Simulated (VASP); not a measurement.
# Be2C (Fm-3m) in VASP: a series of runs

Be2C is run at these levels: PBE; tasks: single point.

Everything below comes from runs of VASP 6.6.1. Logs are shortened: lines on timing, memory, paths and dates and some standing lists are left out, and cuts for length are marked.

### Step 1. The cell of the first run

The structure is cubic, space group Fm-3m (No. 225). The conventional cell has a = 4.148 Å, b = 4.148 Å, c = 4.148 Å, α = 90.00°, β = 90.00°, γ = 90.00°. Within 2.4 Å of Be (site symmetry -43m) lie 4 C at 1.80 Å and 6 Be at 2.07 Å. Within 2.4 Å of C (site symmetry m-3m) lie 8 Be at 1.80 Å.

### Step 2. Single point, PBE (volume scaled by 0.88)

Contents of INCAR:

```
  PREC = Accurate
  ENCUT = 600
  EDIFF = 1E-6
  ISMEAR = 0
  SIGMA = 0.02
  LREAL = False
  LASPH = True
  NELM = 120
  ALGO = Normal
  ISIF = 2
  LWAVE = False
  LCHARG = True
  GGA = PE
  LELF = True
  LVHAR = True
  NBANDS = 11
  GGA_COMPAT = False
```

Contents of KPOINTS:

```
Automatic mesh
0
Gamma
  12 12 12
```

Contents of POSCAR:

```
Be2C
1.0
    0.0000000000      2.0739566044      2.0739566044
    2.0739566044      0.0000000000      2.0739566044
    2.0739566044      2.0739566044      0.0000000000
Be C
2 1
Direct
    0.2500000000      0.2500000000      0.2500000000
    0.7500000000      0.7500000000      0.7500000000
    0.0000000000      0.0000000000      0.0000000000
```

Potentials or basis: VASP PAW PBE potentials, release 64 (Be, C).

Command:

```
cat potpaw_PBE.64/Be/POTCAR potpaw_PBE.64/C/POTCAR > POTCAR
mpirun -np 1 vasp_std > vasp.out
```

OUTCAR:

```text
PREC = Accurate
   ENCUT = 600
   EDIFF = 1E-6
   ISMEAR = 0
   LREAL = False
   LASPH = True
   NELM = 120
   ISIF = 2
   GGA = PE

 ion  position               nearest neighbor table
   1  0.250  0.250  0.250-   3 1.80   3 1.80   3 1.80   3 1.80   2 2.07   2 2.07   2 2.07   2 2.07
                             2 2.07   2 2.07
   2  0.750  0.750  0.750-   3 1.80   3 1.80   3 1.80   3 1.80   1 2.07   1 2.07   1 2.07   1 2.07
                             1 2.07   1 2.07
   3  0.000  0.000  0.000-   2 1.80   2 1.80   2 1.80   1 1.80   2 1.80   1 1.80   1 1.80   1 1.80

  LATTYP: Found a face centered cubic cell.
 ALAT       =     4.1479132088

  Lattice vectors:

 A1 = (   0.0000000000,   2.0739566044,   2.0739566044)
 A2 = (   2.0739566044,   0.0000000000,   2.0739566044)
 A3 = (   2.0739566044,   2.0739566044,   0.0000000000)

Analysis of symmetry for initial positions (statically):
=====================================================================
 Subroutine PRICEL returns:
 Original cell was already a primitive cell.

 Routine SETGRP: Setting up the symmetry group for a
 face centered cubic supercell.

 Subroutine GETGRP returns: Found 48 space group operations
 (whereof 48 operations were pure point group operations)
 out of a pool of 48 trial point group operations.

The static configuration has the point symmetry O_h .

Analysis of symmetry for dynamics (positions and initial velocities):
=====================================================================
 Subroutine PRICEL returns:
 Original cell was already a primitive cell.

 Routine SETGRP: Setting up the symmetry group for a
 face centered cubic supercell.

 Subroutine GETGRP returns: Found 48 space group operations
 (whereof 48 operations were pure point group operations)
 out of a pool of 48 trial point group operations.

The dynamic configuration has the point symmetry O_h .

 Subroutine INISYM returns: Found 48 space group operations
 (whereof 48 operations are pure point group operations),
 and found     1 'primitive' translations

----------------------------------------------------------------------------------------

                                     Primitive cell

  volume of cell :      17.8414

  direct lattice vectors                    reciprocal lattice vectors
     0.000000000  2.073956604  2.073956604    -0.241085083  0.241085083  0.241085083
     2.073956604  0.000000000  2.073956604     0.241085083 -0.241085083  0.241085083
[... 97 lines left out ...]
   PSTRESS=    0.0 pullay stress
   NELECT =       8.0000    total number of electrons
   NUPDOWN=      -1.0000    fix difference up-down
   EMIN   =  10.00;   EMAX   =-10.00  energy-range for DOS
   EFERMI =   0.00;   METHOD = LEGACY
   ISMEAR =     0;   SIGMA  =   0.02  broadening in eV -4-tet -1-fermi 0-gaus
   EFERMI_NEDOS =   21; number of points for ismear=-14 and -15
   IALGO  =     38    algorithm
   IMIX   =      4    mixing-type and parameters
     AMIX     =   0.40;   BMIX     =  1.00
     AMIX_MAG =   1.60;   BMIX_MAG =  1.00
  volume/ion in A,a.u.               =       5.95        40.13
  Fermi-wavevector in a.u.,A,eV,Ry     =   1.253031  2.367885 21.362328  1.570087
  Thomas-Fermi vector in A             =   2.386903
   LORBIT       =      0    0 simple, 1 ext, 2 COOP (PROOUT), +10 PAW based schemes
   GGA     = PE    functional components
   LHFCALC =     F    Hartree Fock is set to
   AEXX    =    0.0000 exact exchange contribution
   IVDW    =     0    specifies the selected vdW correction
   LEPSILON=     F    determine dielectric tensor
   LRPA    =     F    only Hartree local field effects (RPA)
 non-spin polarized calculation
 Gauss-broadening in eV      SIGMA  =   0.02
  energy-cutoff  :      600.00
  volume of cell :       17.84
 maximum number of plane-waves:       609
   NGX = 11   NGY = 11   NGZ = 11

 number of electron       8.0000000 magnetization

 Free energy of the ion-electron system (eV)
  ---------------------------------------------------
  ext. energy  EPLUGINS =         0.00000000
  ---------------------------------------------------
  free energy    TOTEN  =       -17.22764188 eV

  energy without entropy =      -17.22764188  energy(sigma->0) =      -17.22764188

 E-fermi :   9.2140     XC(G=0): -11.9498

 val. band max:        9.0402036058   @ k =   0.0000   0.0000   0.0000
 cond. band min:      10.2491205388   @ k =   0.5000   0.5000   0.0000
 fundamental gap:      1.2089169330
 Fermi energy:         9.2139932625

 k-point     1 :       0.0000    0.0000    0.0000
  band No.  band energies     occupation
      1      -6.9676      2.00000
      2       9.0402      2.00000
      3       9.0402      2.00000
      4       9.0402      2.00000
      5      13.4067      0.00000
      6      13.4067      0.00000
      7      13.4067      0.00000
      8      17.2663      0.00000
      9      23.2359      0.00000
     10      23.2359      0.00000
     11      23.2359      0.00000
[... 309 lines left out ...]
 k-point    24 :      -0.4167    0.1667    0.0000
  band No.  band energies     occupation
      1      -3.5402      2.00000
      2      -0.0083      2.00000
      3       5.0708      2.00000
      4       6.1948      2.00000
      5      14.1475      0.00000
      6      16.2536      0.00000
      7      18.7625      0.00000
      8      20.7575      0.00000
      9      23.1696      0.00000
     10      23.7317      0.00000
     11      28.1208      0.00000

 [... further k-points ...]

------------------------ aborting loop because EDIFF is reached ----------------------------------------

  FORCE on cell =-STRESS in cart. coord.  units (eV):
  Direction    XX          YY          ZZ          XY          YZ          ZX
  --------------------------------------------------------------------------------------
  -------------------------------------------------------------------------------------
  Total        3.6274789      3.6274789      3.6274789     -0.0000000      0.0000000     -0.0000000
  in kB      325.7515427    325.7515427    325.7515427     -0.0000000      0.0000000     -0.0000000
  external PRESSURE =     325.7515427 kB  Pullay stress =       0.0000000 kB

 VOLUME and BASIS-vectors are now :
 -----------------------------------------------------------------------------
  energy-cutoff  :      600.00
  volume of cell :       17.84
      direct lattice vectors                 reciprocal lattice vectors
     0.000000000  2.073956604  2.073956604    -0.241085083  0.241085083  0.241085083
     2.073956604  0.000000000  2.073956604     0.241085083 -0.241085083  0.241085083
     2.073956604  2.073956604  0.000000000     0.241085083  0.241085083 -0.241085083

 POSITION                                       TOTAL-FORCE (eV/Angst)
 -----------------------------------------------------------------------------------
      1.03698      1.03698      1.03698        -0.000000      0.000000     -0.000000
      3.11093      3.11093      3.11093        -0.000000     -0.000000      0.000000
      0.00000      0.00000      0.00000         0.000000      0.000000      0.000000
 -----------------------------------------------------------------------------------
    total drift:                               -0.000000      0.000000     -0.000000

  FREE ENERGIE OF THE ION-ELECTRON SYSTEM (eV)
  ---------------------------------------------------
  free  energy   TOTEN  =       -17.2276418818 eV

  energy  without entropy=      -17.2276418818  energy(sigma->0) =      -17.22764188
```

It took 7 s on 1 thread of Intel Xeon Platinum 8488C (Sapphire Rapids), shared host; peak memory 0.14 GiB.

Results:

| Item | Value |
| --- | --- |
| Free energy | -17.2276 eV |
| Pressure | 32.6 GPa |
| Band gap on the k mesh | 1.21 eV, indirect (least direct gap 4.37 eV) |

 A k mesh can miss the band edges.

### Step 3. Single point, PBE (volume scaled by 0.94)

Contents of INCAR:

```
PREC = Accurate
ENCUT = 600
EDIFF = 1E-6
ISMEAR = 0
SIGMA = 0.02
LREAL = False
LASPH = True
NELM = 120
ALGO = Normal
ISIF = 2
LWAVE = False
LCHARG = True
GGA = PE
LELF = True
LVHAR = True
NBANDS = 11
GGA_COMPAT = False
```

Contents of KPOINTS:

```
regular mesh
0
Gamma
  12 12 12
```

Contents of POSCAR:

```
Be2C
1.0
    0.0000000000      2.1200595443      2.1200595443
    2.1200595443      0.0000000000      2.1200595443
    2.1200595443      2.1200595443      0.0000000000
Be C
2 1
Direct
    0.2500000000      0.2500000000      0.2500000000
    0.7500000000      0.7500000000      0.7500000000
    0.0000000000      0.0000000000      0.0000000000
```

Potentials or basis: VASP PAW PBE potentials, release 64 (Be, C).

Command:

```
cat potpaw_PBE.64/Be/POTCAR potpaw_PBE.64/C/POTCAR > POTCAR
mpirun -np 1 vasp_std > vasp.out
```

Wall time 7.1 s (1 thread of Intel Xeon Platinum 8488C (Sapphire Rapids), shared host); peak memory 0.14 GiB.

Results (log left out):

| Quantity | Value |
| --- | --- |
| Free energy | -17.4033 eV |
| Pressure | 14.2 GPa |
| Band gap on the k mesh | 1.18 eV, indirect (least direct gap 4.24 eV) |

Levels at points of the mesh, in eV from the valence-band top:
```tsv
k point	band 1	band 2	band 3	band 4	band 5	band 6	band 7	band 8	band 9
(0.00, 0.00, 0.00)	-15.50	0.00	0.00	0.00	4.24	4.24	4.24	7.45	13.66
(0.50, 0.00, 0.00)	-12.48	-9.12	-1.93	-1.93	5.12	5.12	7.69	10.21	15.19
(0.50, 0.50, 0.00)	-11.73	-7.00	-4.99	-4.99	1.18	6.16	13.93	13.93	16.27
```

 A k mesh can miss the band edges.

### Step 4. Single point, PBE (volume scaled by 0.97)

Contents of INCAR:

```
SYSTEM = Be2C
ALGO = Normal
EDIFF = 1E-6
ENCUT = 600
GGA = PE
GGA_COMPAT = .False.
ISIF = 2
ISMEAR = 0
LASPH = .True.
LCHARG = .False.
LREAL = .False.
LWAVE = .False.
NBANDS = 11
NELM = 120
PREC = Accurate
SIGMA = 0.02
```

Contents of KPOINTS:

```
k-points
0
Gamma
  12 12 12
  0 0 0
```

Contents of POSCAR:

```
Be2C
1.0
    0.0000000000      2.1423776007      2.1423776007
    2.1423776007      0.0000000000      2.1423776007
    2.1423776007      2.1423776007      0.0000000000
Be C
2 1
Direct
    0.2500000000      0.2500000000      0.2500000000
    0.7500000000      0.7500000000      0.7500000000
    0.0000000000      0.0000000000      0.0000000000
```

Command:

```
cat potpaw_PBE.64/Be/POTCAR potpaw_PBE.64/C/POTCAR > POTCAR
mpirun -np 1 vasp_std > vasp.out
```

It took 6.7 s on 1 thread of Intel Xeon Platinum 8488C (Sapphire Rapids), shared host; peak memory 0.14 GiB.

The run converged. Its results:

```yaml
Free_energy: -17.4434 eV
Pressure: 6.8 GPa
Band_gap_on_the_k_mesh: 1.17 eV, indirect (least direct gap 4.19 eV)
```

Levels at points of the mesh, in eV from the valence-band top:
```csv
k point,band 1,band 2,band 3,band 4,band 5,band 6,band 7,band 8,band 9
"(0.00, 0.00, 0.00)",-15.27,0.00,0.00,0.00,4.19,4.19,4.19,7.10,13.41
"(0.50, 0.00, 0.00)",-12.33,-8.92,-1.88,-1.88,5.07,5.07,7.34,10.01,14.84
"(0.50, 0.50, 0.00)",-11.57,-6.89,-4.86,-4.86,1.17,5.94,13.58,13.58,15.78
```

 A k mesh can miss the band edges.

### Step 5. Summary

| cell | gap on the mesh (eV) | pressure (GPa) |
| --- | --- | --- |
| a = 2.933 Å, angles 60.0°, 3 atoms | 1.21 | 32.6 |
| a = 2.998 Å, angles 60.0°, 3 atoms | 1.18 | 14.2 |
| a = 3.030 Å, angles 60.0°, 3 atoms | 1.17 | 6.8 |

Alike in all rows: task single point; level PBE; potentials or basis VASP PAW PBE potentials, release 64 (Be, C); no spin polarisation; k mesh 12 × 12 × 12; cutoff (eV) 600; smearing gaussian 0.02 eV.

Absolute energies hang on the potentials; compare differences alone.
